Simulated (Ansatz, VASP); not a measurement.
**Sr: VASP beside Ansatz**

INCAR

```
SYSTEM = Sr
PREC = Accurate
ENCUT = 520
EDIFF = 1E-6
ISMEAR = -1
SIGMA = 0.05
LREAL = .False.
LASPH = .True.
NELM = 100
ALGO = Normal
ISIF = 2
LWAVE = .False.
LCHARG = .False.
GGA = PE
NBANDS = 28
```

The input KPOINTS:

```
regular mesh
0
Gamma
  6 6 10
  0 0 0
```

Contents of POSCAR:

```
Sr
1.0
    0.0000000000      7.3958109814      0.0000000000
    0.0000000000      0.0000000000      7.0054125719
    4.2699734610      0.0000000000      0.0000000000
Sr
4
Direct
    0.3333333330      0.2500000000      0.0000000000
    0.8333333330      0.2500000000      0.5000000000
    0.1666666670      0.7500000000      0.5000000000
    0.6666666670      0.7500000000      0.0000000000
```

Input for Ansatz:

```yaml
crystal:
  lattice:
    - [0.0, 7.3958109814, 0.0]
    - [0.0, 0.0, 7.0054125719]
    - [4.269973461, 0.0, 0.0]
  atoms:
    - { symbol: Sr, position: [0.333333333, 0.25, 0.0] }
    - { symbol: Sr, position: [0.833333333, 0.25, 0.5] }
    - { symbol: Sr, position: [0.166666667, 0.75, 0.5] }
    - { symbol: Sr, position: [0.666666667, 0.75, 0.0] }
kpoints:
  mp_grid: { grid: [6, 6, 10] }
scf:
  occupations: { method: fermi_dirac, width: 0.05 }
hamiltonian:
  xc: pbe
  pseudopotentials: { kind: all_electron, lapw: { basis_error: 0.001 } }
output:
  forces: true
  stress: true
  eigenvalues: true
```

Alike in both runs: task single point; functional PBE; k mesh 6 × 6 × 10; occupations fermi-dirac, width 0.05 eV; no spin polarisation.

|  | VASP | Ansatz |
| --- | --- | --- |
| version | VASP 6.6.1 | Ansatz 0.2.0 |
| potentials or method | VASP PAW PBE potentials, release 64 (Sr_sv), cutoff 520 eV | all-electron LAPW, scalar-relativistic |

|  | VASP | Ansatz | Ansatz less VASP |
| --- | --- | --- | --- |
| pressure (GPa) | 0.0 | 0.0 | 0.00 |
| traceless stress, the component that is largest in VASP (GPa) | 0.07 | 0.07 | +0.003 |

Ansatz ran all-electron here, and VASP with PAW potentials.
